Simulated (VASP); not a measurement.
# TePt2 (I4/mcm) in VASP: further runs

Runs on TePt2. Level: PBE. Tasks: relaxation of cell and atoms, single point.

Program: VASP 6.6.1. These are calculated values, not measurements. Logs are shortened: lines on timing, memory, paths and dates and some standing lists are left out, and cuts for length are marked.

### 1 The cell of the first run

The structure is tetragonal, space group I4/mcm (No. 140). Conventional cell: a = 5.473 Å, b = 5.473 Å, c = 7.978 Å, α = 90.00°, β = 90.00°, γ = 90.00°. Te (site symmetry 422) has 8 Pt at 2.83 Å within 3.7 Å. Pt (site symmetry m2m) has 5 Pt at 2.75 to 2.85 Å and 4 Te at 2.83 Å within 3.6 Å.

The cell was built from a structure type or drawn by symmetry, and may not be a known phase.

### 2 Relaxation of cell and atoms, PBE

The input, INCAR:

```
PREC = Accurate
ENCUT = 600
EDIFF = 1E-6
ISMEAR = 0
SIGMA = 0.1
LREAL = F
LASPH = T
NELM = 80
ALGO = Fast
ISIF = 3
LWAVE = F
LCHARG = F
GGA = PE
IBRION = 2
NSW = 100
EDIFFG = -0.01
```

The input, KPOINTS:

```
regular mesh
0
Gamma
  8 8 8
```

The input, POSCAR:

```
TePt2
1.0
   -2.7366449175      2.7366449175      3.9887523728
    2.7366449175     -2.7366449175      3.9887523728
    2.7366449175      2.7366449175     -3.9887523728
Te Pt
2 4
Direct
    0.2500000000      0.2500000000      0.0000000000
    0.7500000000      0.7500000000      0.0000000000
    0.6775014895      0.1775014895      0.8550029789
    0.1775014895      0.3224985105      0.5000000000
    0.3224985105      0.8224985105      0.1449970211
    0.8224985105      0.6775014895      0.5000000000
```

Potentials or basis: VASP PAW PBE potentials, release 64 (Te, Pt).

The run is started by

```
$ cat potpaw_PBE.64/Te/POTCAR potpaw_PBE.64/Pt/POTCAR > POTCAR
$ mpirun -np 1 vasp_std > vasp.out
```

OUTCAR:

```text
PREC = Accurate
   ENCUT = 600
   EDIFF = 1E-6
   ISMEAR = 0
   LREAL = F
   LASPH = T
   NELM = 80
   ISIF = 3
   GGA = PE
   IBRION = 2
   NSW = 100
   EDIFFG = -0.01

 ion  position               nearest neighbor table
   1  0.250  0.250  0.000-   5 2.83   3 2.83   6 2.83   6 2.83   4 2.83   4 2.83   5 2.83   3 2.83

   2  0.750  0.750  0.000-   5 2.83   3 2.83   4 2.83   4 2.83   6 2.83   6 2.83   3 2.83   5 2.83

   3  0.678  0.178  0.855-   5 2.75   2 2.83   1 2.83   2 2.83   1 2.83   6 2.85   4 2.85   6 2.85
                             4 2.85
   4  0.178  0.322  0.500-   6 2.75   2 2.83   2 2.83   1 2.83   1 2.83   5 2.85   3 2.85   5 2.85
                             3 2.85
   5  0.322  0.822  0.145-   3 2.75   1 2.83   2 2.83   1 2.83   2 2.83   4 2.85   6 2.85   4 2.85
                             6 2.85
   6  0.822  0.678  0.500-   4 2.75   1 2.83   1 2.83   2 2.83   2 2.83   5 2.85   3 2.85   5 2.85
                             3 2.85

  LATTYP: Found a body centered tetragonal cell.
 ALAT       =     5.4732898350
 C/A-ratio  =     1.4575337660

  Lattice vectors:

 A1 = (  -2.7366449175,   2.7366449175,   3.9887523728)
 A2 = (   2.7366449175,  -2.7366449175,   3.9887523728)
 A3 = (   2.7366449175,   2.7366449175,  -3.9887523728)

Analysis of symmetry for initial positions (statically):
=====================================================================
 Subroutine PRICEL returns:
 Original cell was already a primitive cell.

 Routine SETGRP: Setting up the symmetry group for a
 body centered tetragonal supercell.

 Subroutine GETGRP returns: Found 16 space group operations
 (whereof  8 operations were pure point group operations)
 out of a pool of 16 trial point group operations.

The static configuration has the point symmetry C_4h.
 The point group associated with its full space group is D_4h.

Analysis of symmetry for dynamics (positions and initial velocities):
=====================================================================
 Subroutine PRICEL returns:
 Original cell was already a primitive cell.

 Routine SETGRP: Setting up the symmetry group for a
 body centered tetragonal supercell.

 Subroutine GETGRP returns: Found 16 space group operations
 (whereof  8 operations were pure point group operations)
 out of a pool of 16 trial point group operations.

The dynamic configuration has the point symmetry C_4h.
 The point group associated with its full space group is D_4h.

 Subroutine INISYM returns: Found 16 space group operations
 (whereof  8 operations are pure point group operations),
 and found     1 'primitive' translations

----------------------------------------------------------------------------------------

                                     Primitive cell

  volume of cell :     119.4907

  direct lattice vectors                    reciprocal lattice vectors
    -2.736644918  2.736644918  3.988752373     0.000000000  0.182705472  0.125352479
     2.736644918 -2.736644918  3.988752373     0.182705472  0.000000000  0.125352479
     2.736644918  2.736644918 -3.988752373     0.182705472  0.182705472  0.000000000

  length of vectors
     5.557751011  5.557751011  5.557751011     0.221572863  0.221572863  0.258384556

  position of ions in fractional coordinates (direct lattice)
     0.250000000  0.250000000  0.000000000
     0.750000000  0.750000000  0.000000000
     0.677501490  0.177501490  0.855002979
     0.177501490  0.322498510  0.500000000
     0.322498510  0.822498510  0.144997021
     0.822498510  0.677501490  0.500000000

  ion indices of the primitive-cell ions
   primitive index   ion index
                 1           1
                 2           2
                 3           3
                 4           4
                 5           5
                 6           6

----------------------------------------------------------------------------------------

 KPOINTS: regular mesh

Automatic generation of k-mesh.
 Grid dimensions read from file:
 generate k-points for:    8    8    8

 Generating k-lattice:

  Cartesian coordinates                     Fractional coordinates (reciprocal lattice)
     0.000000000  0.022838184  0.015669060     0.125000000  0.000000000  0.000000000
     0.022838184  0.000000000  0.015669060     0.000000000  0.125000000  0.000000000
     0.022838184  0.022838184  0.000000000     0.000000000  0.000000000  0.125000000

  Length of vectors
     0.027696608  0.027696608  0.032298069

  Shift w.r.t. Gamma in fractional coordinates (k-lattice)
     0.000000000  0.000000000  0.000000000

 Subroutine IBZKPT returns following result:
 ===========================================

 Found     59 irreducible k-points:

 Following reciprocal coordinates:
            Coordinates               Weight
  0.000000  0.000000  0.000000      1.000000
  0.125000  0.000000  0.000000      8.000000
  0.250000  0.000000  0.000000      8.000000
  0.375000  0.000000  0.000000      8.000000
  0.500000  0.000000  0.000000      4.000000
  0.125000  0.125000  0.000000      8.000000
[... 16 lines left out ...]
  0.250000  0.125000  0.125000     16.000000
  0.375000  0.125000  0.125000      8.000000
 [... further k-points ...]
   k-points           NKPTS =     59   k-points in BZ     NKDIM =     59   number of bands    NBANDS=     31
   number of dos      NEDOS =    301   number of ions     NIONS =      6
   total plane-waves  NPLWV = 110592
   dimension x,y,z NGX =    48 NGY =   48 NGZ =   48
   dimension x,y,z NGXF=    96 NGYF=   96 NGZF=   96
   ions per type =               2   4
   NGX,Y,Z   is equivalent  to a cutoff of  14.36, 14.36, 14.36 a.u.
   NGXF,Y,Z  is equivalent  to a cutoff of  28.72, 28.72, 28.72 a.u.
 SYSTEM =  unknown system
   PREC   = accura    normal or accurate (medium, high low for compatibility)
   ISTART =      0    job   : 0-new  1-cont  2-samecut
   ICHARG =      2    charge: 1-file 2-atom 10-const
   ISPIN  =      1    spin polarized calculation?
   LNONCOLLINEAR =      F non collinear calculations
   LSORBIT =      F    spin-orbit coupling
   LASPH  =      T    aspherical Exc in radial PAW
   ENCUT  =  600.0 eV  44.10 Ry    6.64 a.u.  11.10 11.10 11.10*2*pi/ulx,y,z
   NELM   =     80;   NELMIN=  2; NELMDL= -5     # of ELM steps
   EDIFF  = 0.1E-05   stopping-criterion for ELM
   LREAL  =      F    real-space projection
   EDIFFG = -.1E-01   stopping-criterion for IOM
   NSW    =    100    number of steps for IOM
   IBRION =      2    ionic relax: 0-MD 1-quasi-New 2-CG
   NFREE  =      1    steps in history (QN), initial steepest desc. (CG)
   ISIF   =      3    stress and relaxation
   ISYM   =      2    0-nonsym 1-usesym 2-fastsym
   POTIM  = 0.5000    time-step for ionic-motion
   TEBEG  =    0.0;   TEEND  =   0.0 temperature during run
   PSTRESS=    0.0 pullay stress
   NELECT =      52.0000    total number of electrons
   NUPDOWN=      -1.0000    fix difference up-down
   EMIN   =  10.00;   EMAX   =-10.00  energy-range for DOS
   EFERMI =   0.00;   METHOD = LEGACY
   ISMEAR =     0;   SIGMA  =   0.10  broadening in eV -4-tet -1-fermi 0-gaus
   EFERMI_NEDOS =   21; number of points for ismear=-14 and -15
   IALGO  =     68    algorithm
   IMIX   =      4    mixing-type and parameters
     AMIX     =   0.40;   BMIX     =  1.00
     AMIX_MAG =   1.60;   BMIX_MAG =  1.00
  volume/ion in A,a.u.               =      19.92       134.39
  Fermi-wavevector in a.u.,A,eV,Ry     =   1.240599  2.344391 20.940521  1.539085
  Thomas-Fermi vector in A             =   2.375032
   LORBIT       =      0    0 simple, 1 ext, 2 COOP (PROOUT), +10 PAW based schemes
   GGA     = PE    functional components
   LHFCALC =     F    Hartree Fock is set to
   AEXX    =    0.0000 exact exchange contribution
   IVDW    =     0    specifies the selected vdW correction
   LEPSILON=     F    determine dielectric tensor
   LRPA    =     F    only Hartree local field effects (RPA)
 conjugate gradient relaxation of ions
 non-spin polarized calculation
 RMM-DIIS sequential band-by-band and
 Gauss-broadening in eV      SIGMA  =   0.10
  energy-cutoff  :      600.00
  volume of cell :      119.49
 maximum number of plane-waves:      4016
 NGX is ok and might be reduce to    48
   NGX = 23   NGY = 23   NGZ = 23

--------------------------------------- Ionic step        1  -------------------------------------------

 number of electron      51.9999997 magnetization

 Free energy of the ion-electron system (eV)
  ---------------------------------------------------
  ext. energy  EPLUGINS =         0.00000000
  ---------------------------------------------------
  free energy    TOTEN  =       -30.80337146 eV

  energy without entropy =      -30.77943892  energy(sigma->0) =      -30.79140519

------------------------ aborting loop because EDIFF is reached ----------------------------------------

  FORCE on cell =-STRESS in cart. coord.  units (eV):
  Direction    XX          YY          ZZ          XY          YZ          ZX
  --------------------------------------------------------------------------------------
  -------------------------------------------------------------------------------------
  Total       -0.8713073     -0.8713073     -0.2269997      0.0000000     -0.0000000      0.0000000
  in kB      -11.6828275    -11.6828275     -3.0437004      0.0000000     -0.0000000      0.0000000
  external PRESSURE =      -8.8031184 kB  Pullay stress =       0.0000000 kB
[... 101 lines left out ...]
  FREE ENERGIE OF THE ION-ELECTRON SYSTEM (eV)
  ---------------------------------------------------
  free  energy   TOTEN  =       -30.8061639710 eV

  energy  without entropy=      -30.7822608303  energy(sigma->0) =      -30.79421240

[... ionic steps 4 to 8 ...]

--------------------------------------- Ionic step        9  -------------------------------------------

 number of electron      51.9999997 magnetization

------------------------ aborting loop because EDIFF is reached ----------------------------------------

  FORCE on cell =-STRESS in cart. coord.  units (eV):
  Direction    XX          YY          ZZ          XY          YZ          ZX
  --------------------------------------------------------------------------------------
  -------------------------------------------------------------------------------------
  Total       -0.1601580     -0.1601580     -0.1164528      0.0000000      0.0000000      0.0000000
  in kB       -2.1548575     -2.1548575     -1.5668224      0.0000000      0.0000000      0.0000000
  external PRESSURE =      -1.9588458 kB  Pullay stress =       0.0000000 kB
[... 65 lines left out ...]
  energy  without entropy=      -30.7829889625  energy(sigma->0) =      -30.79535510

--------------------------------------- Ionic step       11  -------------------------------------------

 number of electron      51.9999997 magnetization

 Free energy of the ion-electron system (eV)
  ---------------------------------------------------
  ext. energy  EPLUGINS =         0.00000000
  ---------------------------------------------------
  free energy    TOTEN  =       -30.80776664 eV

  energy without entropy =      -30.78302252  energy(sigma->0) =      -30.79539458

 E-fermi :   9.3993     XC(G=0): -11.6950

 val. band max:        9.3979135574   @ k =  -0.3750  -0.3750   0.1250
 cond. band min:       9.4019184580   @ k =   0.5000   0.5000   0.0000
 fundamental gap:      0.0040049007
 Fermi energy:         9.3993115711

 k-point     1 :       0.0000    0.0000    0.0000
  band No.  band energies     occupation
      1      -4.2260      2.00000
      2      -2.5390      2.00000
      3       3.5908      2.00000
      4       3.8975      2.00000
      5       4.1533      2.00000
      6       4.1533      2.00000
[... 805 lines left out ...]
     30      11.0294      0.00000
     31      14.1729      0.00000

 [... further k-points ...]

------------------------ aborting loop because EDIFF is reached ----------------------------------------

  FORCE on cell =-STRESS in cart. coord.  units (eV):
  Direction    XX          YY          ZZ          XY          YZ          ZX
  --------------------------------------------------------------------------------------
  -------------------------------------------------------------------------------------
  Total       -0.0248422     -0.0248422     -0.0038115      0.0000000      0.0000000      0.0000000
  in kB       -0.3346668     -0.3346668     -0.0513469      0.0000000      0.0000000      0.0000000
  external PRESSURE =      -0.2402269 kB  Pullay stress =       0.0000000 kB
[... 21 lines left out ...]
  FREE ENERGIE OF THE ION-ELECTRON SYSTEM (eV)
  ---------------------------------------------------
  free  energy   TOTEN  =       -30.8077666422 eV

  energy  without entropy=      -30.7830225200  energy(sigma->0) =      -30.79539458

 reached required accuracy - stopping structural energy minimisation
```

Run time: 14 min. Hardware: 1 thread of Intel Xeon 6975P-C (Granite Rapids), shared host; peak memory 0.5 GiB.

What came out:

| Item | Value |
| --- | --- |
| Free energy | -30.8078 eV |
| Relaxed volume | 19.82 Å³/atom |
| Relaxed cell | a = 5.562 Å, b = 5.562 Å, c = 5.562 Å, α = 121.43°, β = 121.43°, γ = 87.55° |
| Space group after relaxing (to 0.1 Å) | I4/mcm (No. 140) |
| Energy gained by relaxing | 0.7 meV/atom |
| Ionic steps | 11 |
| Pressure after relaxing | 0.0 GPa |
| Band gap on the k mesh | zero (bands 26 and 27 overlap by 1.11 eV) |

The path:
| step | energy change (eV) | largest force (eV/Å) | pressure (GPa) | volume (Å³) |
| --- | --- | --- | --- | --- |
| 1 | 0.0000 | 0.0224 | -0.88 | 119.49 |
| 2 | 0.0023 | 0.0003 | 1.47 | 117.61 |
| 3 | -0.0028 | 0.0141 | 0.11 | 118.70 |
| 4 | -0.0028 | 0.0139 | 0.15 | 118.68 |
| 5 | -0.0037 | 0.0025 | 0.08 | 118.76 |
| 6 | -0.0042 | 0.0246 | 0.02 | 118.87 |
| 7 | -0.0043 | 0.0141 | -0.03 | 118.92 |
| 8 | -0.0043 | 0.0075 | -0.08 | 118.97 |
| 9 | -0.0043 | 0.0094 | -0.20 | 119.08 |
| 10 | -0.0043 | 0.0060 | -0.12 | 119.00 |
| 11 | -0.0044 | 0.0015 | -0.02 | 118.93 |

Final structure:
```
CELL_PARAMETERS angstrom
-2.72086 2.72086 4.01620
2.72086 -2.72086 4.01620
2.72086 2.72086 -4.01620
ATOMIC_POSITIONS crystal
Te 0.25000 0.25000 0.00000
Te 0.75000 0.75000 0.00000
Pt 0.67776 0.17776 0.85552
Pt 0.17776 0.32224 0.50000
Pt 0.32224 0.82224 0.14448
Pt 0.82224 0.67776 0.50000
```

Caveat: spin-orbit coupling is left out, which moves the levels of the heavy elements.

### 3 Single point, PBE

The input, INCAR:

```
ALGO = Normal
EDIFF = 1E-6
ENCUT = 520
GGA = PE
ISIF = 2
ISMEAR = 0
LASPH = True
LCHARG = True
LELF = True
LREAL = False
LVHAR = True
LWAVE = False
NBANDS = 35
NELM = 60
PREC = Accurate
SIGMA = 0.2
```

The input, KPOINTS:

```
k-points
0
Gamma
  4 4 4
```

POSCAR is that of step 2.

Potentials or basis: VASP PAW PBE potentials, release 64 (Te, Pt).

The run is started by

```
$ cat potpaw_PBE.64/Te/POTCAR potpaw_PBE.64/Pt/POTCAR > POTCAR
$ mpirun -np 1 vasp_std > vasp.out
```

Run time: 64 s. Hardware: 1 thread of Intel Xeon Platinum 8259CL at 2.50GHz (Skylake/Cascade Lake), shared host; peak memory 0.26 GiB.

The run converged. Its results:

```yaml
Free_energy: -30.7946 eV
Pressure: -0.6 GPa
Largest_force: 0.074 eV/Å
Band_gap_on_the_k_mesh: zero (bands 26 and 27 overlap by 0.55 eV)
```

Forces on the atoms (eV/Å):
```
Te   0.000  0.000  0.000
Te   0.000  0.000  0.000
Pt   0.052  0.052  0.000
Pt  -0.052  0.052  0.000
Pt  -0.052 -0.052  0.000
Pt   0.052 -0.052  0.000
```

Stress tensor (GPa, compression positive):
```
-0.96  0.00  0.00
 0.00 -0.96  0.00
 0.00  0.00  0.22
```

Levels at points of the mesh, in eV from the Fermi level:
```tsv
k point	band 24	band 25	band 26	band 27	band 28	band 29
(0.00, 0.00, 0.00)	-1.01	-1.01	-0.39	-0.39	0.06	0.32
(0.50, 0.00, 0.00)	-0.99	-0.58	-0.58	0.21	0.21	2.89
(0.50, 0.50, 0.00)	-1.65	-0.43	-0.01	0.07	1.33	1.34
(0.50, 0.50, 0.50)	-0.88	0.07	0.07	1.60	1.60	3.64
```

Caveat: spin-orbit coupling is left out, which moves the levels of the heavy elements.
